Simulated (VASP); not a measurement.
Here is a VASP 6.6.1 calculation.

The input INCAR:

```
SYSTEM = Mg3Sb2
PREC = Accurate
ENCUT = 600
EDIFF = 1E-6
ISMEAR = 0
SIGMA = 0.01
LREAL = .FALSE.
LASPH = .TRUE.
NELM = 120
ALGO = Normal
ISIF = 2
LWAVE = .FALSE.
LCHARG = .FALSE.
GGA = PE
NBANDS = 16
GGA_COMPAT = .FALSE.
```

The input KPOINTS:

```
regular mesh
0
G
  6 6 2
  0 0 0
```

File POSCAR:

```
Mg3Sb2
1.0
    4.5696659248      0.0000000000      0.0000000000
   -2.2848329624      3.9574467777      0.0000000000
    0.0000000000      0.0000000000      7.2399975018
Mg Sb
3 2
Direct
    0.3333333333      0.6666666667      0.6336571752
    0.6666666667      0.3333333333      0.3663428248
    0.0000000000      0.0000000000      0.0000000000
    0.3333333333      0.6666666667      0.2287531118
    0.6666666667      0.3333333333      0.7712468882
```

Potentials or basis: VASP PAW PBE potentials, release 64 (Mg, Sb).

Command:

```sh
$ cat potpaw_PBE.64/Mg/POTCAR potpaw_PBE.64/Sb/POTCAR > POTCAR
$ mpirun -np 1 vasp_std > vasp.out
```

Problem. Predict the band gap on the k mesh.

Solution. 0.24 eV (least direct gap 1.11 eV).

Problem. Predict the largest force.

Solution. 0.185 eV/Å.

Problem. What does it give for the pressure?

Solution. 0.9 GPa.

Forces on the atoms (eV/Å):
```
Mg   0.000  0.000 -0.022
Mg   0.000  0.000  0.022
Mg   0.000  0.000  0.000
Sb   0.000  0.000 -0.185
Sb   0.000  0.000  0.185
```

Caveat: the k points lie up to 0.43 Å⁻¹ apart; spin-orbit coupling is left out, which moves the levels of the heavy elements. A k mesh can miss the band edges.
